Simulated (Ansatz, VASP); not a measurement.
## Y in VASP and in Ansatz

```
CELL_PARAMETERS angstrom
-2.02140 2.02140 2.02140
2.02140 -2.02140 2.02140
2.02140 2.02140 -2.02140
ATOMIC_POSITIONS crystal
Y 0.00000 0.00000 0.00000
```

Alike in both runs: functional PBE; k mesh 13 × 13 × 13; occupations fermi-dirac, width 0.05 eV; no spin polarisation.

Ansatz relaxed the structure, and its values are those at the end. VASP's run is a single point on that final structure, the one shown.

|  | VASP | Ansatz |
| --- | --- | --- |
| version | VASP 6.6.1 | Ansatz 0.2.0 |
| potentials or method | VASP PAW PBE potentials, release 64 (Y_sv) | PAW with Ansatz's default frozen-core files, scalar-relativistic |
| plane-wave cutoff (eV) | 520 | 420 |
| valence electrons in the cell | 11 | 11 |

```tsv
	VASP	Ansatz	Ansatz less VASP
pressure (GPa)	-0.1	0.0	+0.10
```
